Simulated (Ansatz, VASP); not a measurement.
One calculation of SiC, two programs

INCAR

```
PREC = Accurate
ENCUT = 520
EDIFF = 1E-6
ISMEAR = 0
SIGMA = 0.05
LREAL = F
LASPH = T
NELM = 80
ALGO = Normal
ISIF = 2
LWAVE = F
LCHARG = T
GGA = PE
LELF = T
LVHAR = T
NBANDS = 11
```

The input KPOINTS:

```
regular mesh
0
Gamma
  4 4 4
```

The input POSCAR:

```
SiC
1.0
    0.0000000000      2.2950204754      1.9507674041
    2.2950204754      0.0000000000      1.9507674041
    2.2950204754      2.2950204754      0.0000000000
Si C
1 1
Direct
    0.0000000000      0.0000000000      0.0000000000
    0.7500000000      0.7500000000      0.7500000000
```

Input for Ansatz:

```yaml
crystal:
  lattice:
    - [0.0, 2.2950204754, 1.9507674041]
    - [2.2950204754, 0.0, 1.9507674041]
    - [2.2950204754, 2.2950204754, 0.0]
  atoms:
    - { symbol: Si, position: [0.0, 0.0, 0.0] }
    - { symbol: C, position: [0.75, 0.75, 0.75] }
basis:
  ecutwfc: 420
kpoints:
  mp_grid: { grid: [4, 4, 4] }
hamiltonian:
  xc: pbe
scf:
  occupations: { method: gaussian, width: 0.05 }
output:
  forces: true
  stress: true
  eigenvalues: true
```

Alike in both runs: task single point; functional PBE; k mesh 4 × 4 × 4; occupations gaussian, width 0.05 eV; no spin polarisation.

|  | VASP | Ansatz |
| --- | --- | --- |
| version | VASP 6.6.1 | Ansatz 0.2.0 |
| potentials or method | VASP PAW PBE potentials, release 64 (Si, C), cutoff 520 eV | scalar-relativistic, plane waves, PAW |
| valence electrons in the cell | 8 | 8 |

Ansatz gave:

| Quantity | Value |
| --- | --- |
| gap on the k mesh at the Fermi level (eV) | none |
| pressure (GPa) | 2.5 |
| traceless stress, the component that is largest in VASP (GPa) | 17.85 |

**Question.** What did VASP give for the same quantities?

**Answer.** gap on the k mesh at the Fermi level (eV): none; pressure (GPa): 2.4; traceless stress, the component that is largest in VASP (GPa): 17.91.

A gap of «none» marks a metal or a gap that the smearing closes. The functional is the same, so the differences come from potentials, cutoffs and numerics.

The k mesh is coarse, so the values compare programs but aren't converged.
